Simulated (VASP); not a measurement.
Zn, 1 atom in the cell. The structure is cubic, space group Fm-3m (No. 225). Conventional cell: a = 3.914 Å, b = 3.914 Å, c = 3.914 Å, α = 90.00°, β = 90.00°, γ = 90.00°. Within 3.6 Å of Zn (site symmetry m-3m) lie 12 Zn at 2.77 Å. This isn't the form of Zn at room conditions, which is hcp.

* Program: VASP 6.6.1
* Task: single point
* Functional: PBE0
* Potentials or basis: VASP PAW PBE potentials, release 64 (Zn)
* Cutoff: 400 eV
* k mesh: 6 × 6 × 6
* Occupations: fermi-dirac, width 0.05 eV
* Spin: no spin polarisation
* Dipole correction: no
* Grid for exact exchange (PRECFOCK): Normal
* Further INCAR settings: ALGO = Normal; EDIFF = 1e-06; NBANDS = 12
* Share of exact exchange: 0.25

Potentials or basis: VASP PAW PBE potentials, release 64 (Zn).

Command:

```sh
$ cat potpaw_PBE.64/Zn/POTCAR > POTCAR
$ cp INCAR.step1 INCAR
$ mpirun -np 1 vasp_std > vasp.out
$ cp INCAR.step2 INCAR
$ mpirun -np 1 vasp_std > vasp.out
```

Hardware: 1 thread of Intel(R) Xeon(R) Platinum 8259CL CPU @ 2.50GHz (Skylake/Cascade Lake) (shared host).

Question: Estimate the wall time of this run.

Answer: Run time: 4.3 min on 1 thread of Intel(R) Xeon(R) Platinum 8259CL CPU @ 2.50GHz (Skylake/Cascade Lake), with other jobs on the host, peak memory 0.12 GiB. Counts: k points 16.
